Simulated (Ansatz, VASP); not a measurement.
Two plane-wave programs on Ir

File POSCAR:

```
Ir
1.0
    2.4653247458      0.0000000000      0.0000000000
    0.0000000000      2.4653247458      0.0000000000
    0.0000000000      0.0000000000      2.4653247458
Ir
1
Direct
    0.0000000000      0.0000000000      0.0000000000
```

INCAR.step1

```
SYSTEM = Ir
PREC = Accurate
ENCUT = 600
ISMEAR = 0
SIGMA = 0.1
LREAL = .FALSE.
LASPH = .TRUE.
NELM = 100
GGA = PE
ALGO = Normal
EDIFF = 1E-4
LWAVE = .TRUE.
LCHARG = .FALSE.
```

The input INCAR.step2:

```
SYSTEM = Ir
PREC = Accurate
ENCUT = 600
EDIFF = 1E-7
ISMEAR = 0
SIGMA = 0.1
LREAL = .FALSE.
LASPH = .TRUE.
NELM = 100
ALGO = Normal
ISIF = 3
LWAVE = .FALSE.
LCHARG = .FALSE.
METAGGA = R2SCAN
LMIXTAU = .TRUE.
IBRION = 2
NSW = 90
EDIFFG = -0.04
ISTART = 1
```

File KPOINTS:

```
Automatic mesh
0
G
  8 8 8
  0 0 0
```

Input for Ansatz:

```yaml
crystal:
  lattice:
    - [2.4653247458, 0.0, 0.0]
    - [0.0, 2.4653247458, 0.0]
    - [0.0, 0.0, 2.4653247458]
  atoms:
    - { symbol: Ir, position: [0.0, 0.0, 0.0] }
basis:
  ecutwfc: 500
kpoints:
  mp_grid: { grid: [8, 8, 8] }
hamiltonian:
  xc: r2scan
scf:
  occupations: { method: gaussian, width: 0.1 }
  lower_state_search: "off"
output:
  forces: true
  stress: true
  eigenvalues: true
relax:
  adjacent_minimum: "off"
  f_tol: 0.04
  max_steps: 70
  cell: { stress_tol: 0.4 }
```

Alike in both runs: task relaxation of cell and atoms; functional r2SCAN; k mesh 8 × 8 × 8; occupations gaussian, width 0.1 eV; no spin polarisation.

|  | VASP | Ansatz |
| --- | --- | --- |
| version | VASP 6.6.1 | Ansatz 0.2.0 |
| potentials or method | VASP PAW PBE potentials, release 64 (Ir), cutoff 600 eV | scalar-relativistic, plane waves, PAW |
| valence electrons in the cell | 9 | 17 |

Ansatz gave:

* gap on the k mesh at the Fermi level, each at its own relaxed structure (eV): none
* relaxed volume (Å³/atom): 16.54
* relaxed cell length with the largest relative difference (Å): 2.548

Estimate VASP's values.

gap on the k mesh at the Fermi level, each at its own relaxed structure (eV): none; relaxed volume (Å³/atom): 16.66; relaxed cell length with the largest relative difference (Å): 2.554.

VASP's potentials were made for PBE, not for r2SCAN. A gap of «none» marks a metal or a gap that the smearing closes. VASP's potentials hold 9 valence electrons a cell and Ansatz's 17, so a difference there can come from the potentials and not from the codes.

Spin-orbit coupling is off throughout.
